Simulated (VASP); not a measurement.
Here is a VASP 6.6.1 calculation.

INCAR

```
SYSTEM = TiNiS2
PREC = Accurate
ENCUT = 520
EDIFF = 1E-6
ISMEAR = 0
SIGMA = 0.1
LREAL = .FALSE.
LASPH = .TRUE.
NELM = 60
ALGO = Normal
ISIF = 2
LWAVE = .FALSE.
LCHARG = .FALSE.
GGA = PE
NBANDS = 25
```

The input KPOINTS:

```
Automatic mesh
0
G
  18 18 8
  0 0 0
```

File POSCAR:

```
TiNiS2
1.0
    3.3200534272      0.0000000000      0.0000000000
   -1.6600267136      2.8752506099      0.0000000000
    0.0000000000      0.0000000000      6.0406577993
Ti Ni S
1 1 2
Direct
    0.6666666667      0.3333333333      0.0000000000
    0.6666666667      0.3333333333      0.5000000000
    0.0000000000      0.0000000000      0.2516766120
    0.0000000000      0.0000000000      0.7483233880
```

Potentials or basis: VASP PAW PBE potentials, release 64 (Ti_sv, Ni, S).

The run is started by

```console
$ cat potpaw_PBE.64/Ti_sv/POTCAR potpaw_PBE.64/Ni/POTCAR potpaw_PBE.64/S/POTCAR > POTCAR
$ mpirun -np 1 vasp_std > vasp.out
```

(1) What does it give for the pressure?

(2) Predict the band gap on the k mesh.

Results:

(1) 0.1 GPa.

(2) zero (bands 17 and 18 overlap by 0.07 eV).

Caveat: the run has no spin polarisation, though such a crystal can be magnetic.
